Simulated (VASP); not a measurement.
Set up this calculation in VASP 6.6.1, as the native input.

| Item | Value |
| --- | --- |
| Task | single point |
| Functional | HSE06 |
| Potentials or basis | VASP PAW PBE potentials, release 64 (Rb_sv, Br) |
| Cutoff | 520 eV |
| k mesh | 4 × 4 × 4 |
| Occupations | gaussian, width 0.01 eV |
| Spin | non-collinear spin, zero start, spin-orbit coupling |
| Starting moments | [[0.0, 0.0, 0.0], [0.0, 0.0, 0.0]] μB |
| Dipole correction | no |
| Grid for exact exchange (PRECFOCK) | Normal |
| Further INCAR settings | ALGO = Normal; EDIFF = 1e-06; NBANDS = 28 |
| Share of exact exchange | 0.25 |
| Screening parameter | 0.2079 1/Å |

RbBr:

```
CELL_PARAMETERS angstrom
4.12793 0.00000 0.00000
0.00000 4.12793 0.00000
0.00000 0.00000 4.12793
ATOMIC_POSITIONS crystal
Rb 0.00000 0.00000 0.00000
Br 0.50000 0.50000 0.50000
```

The input as run:

POSCAR

```
RbBr
1.0
    4.1279266072      0.0000000000      0.0000000000
    0.0000000000      4.1279266072      0.0000000000
    0.0000000000      0.0000000000      4.1279266072
Rb Br
1 1
Direct
    0.0000000000      0.0000000000      0.0000000000
    0.5000000000      0.5000000000      0.5000000000
```

INCAR.step1

```
ALGO = Normal
EDIFF = 1E-5
ENCUT = 520
GGA = PE
GGA_COMPAT = F
ISIF = 2
ISMEAR = 0
KPAR = 4
LASPH = T
LCHARG = F
LORBIT = 11
LORBMOM = T
LREAL = F
LSORBIT = T
LWAVE = T
MAGMOM = 0 0 0 0 0 0
NBANDS = 28
NELM = 150
PREC = Accurate
SIGMA = 0.01
```

INCAR.step2

```
ALGO = Normal
EDIFF = 1E-6
ENCUT = 520
GGA = PE
GGA_COMPAT = F
HFSCREEN = 0.2079
ISIF = 2
ISMEAR = 0
ISTART = 1
KPAR = 4
LASPH = T
LCHARG = F
LHFCALC = T
LORBIT = 11
LORBMOM = T
LREAL = F
LSORBIT = T
LWAVE = F
MAGMOM = 0 0 0 0 0 0
NBANDS = 28
NELM = 150
PREC = Accurate
PRECFOCK = Normal
SIGMA = 0.01
```

KPOINTS

```
k-points
0
Gamma
  4 4 4
```

Potentials or basis: VASP PAW PBE potentials, release 64 (Rb_sv, Br).

The run is started by

```sh
$ cat potpaw_PBE.64/Rb_sv/POTCAR potpaw_PBE.64/Br/POTCAR > POTCAR
$ cp INCAR.step1 INCAR
$ mpirun -np 4 vasp_ncl > vasp.out
$ cp INCAR.step2 INCAR
$ mpirun -np 4 vasp_ncl > vasp.out
```

It gave:

```
Pressure                                              : 0.4 GPa
Net moment                                            : 0.00 μB per cell
Valence electrons inside the program's atomic spheres : Rb 7.37; Br 4.93
```

Caveat: the k points lie up to 0.38 Å⁻¹ apart; the PAW data sets were made with another functional, which shifts forces and pressure a little.

Run time: 6 min on 4 MPI ranks on Intel(R) Xeon(R) Platinum 8559C (Emerald Rapids), on a shared host, peak memory 0.42 GiB a rank.
